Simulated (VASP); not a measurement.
Cu, 2 atoms in the cell. The structure is hexagonal, space group P6_3/mmc (No. 194). The conventional cell has a = 2.725 Å, b = 2.725 Å, c = 3.944 Å, α = 90.00°, β = 90.00°, γ = 120.00°. Within 3.3 Å of Cu (site symmetry -6m2) lie 12 Cu at 2.52 to 2.72 Å. This isn't the form of Cu at room conditions, which is fcc.

| Quantity | Value |
| --- | --- |
| Program | VASP 6.6.1 |
| Task | single point |
| Functional | PBEsol |
| Potentials or basis | VASP PAW PBE potentials, release 64 (Cu) |
| Cutoff | 520 eV |
| k mesh | 24 × 24 × 12 |
| Occupations | gaussian, width 0.15 eV |
| Spin | no spin polarisation |
| Dipole correction | no |
| Further INCAR settings | ALGO = Fast; EDIFF = 1e-07; NBANDS = 18 |

Potentials or basis: VASP PAW PBE potentials, release 64 (Cu).

The run is started by

```sh
$ cat potpaw_PBE.64/Cu/POTCAR > POTCAR
$ mpirun -np 1 vasp_std > vasp.out
```

Hardware: 1 thread of AMD EPYC 9R45 (Zen 5), with other jobs on the host.

Question: How long does it take, and how much memory?

Answer: Wall time 100 s on 1 thread of AMD EPYC 9R45 (Zen 5), on a shared host, peak memory 0.23 GiB. Counts: scf iterations 16, k points 427.
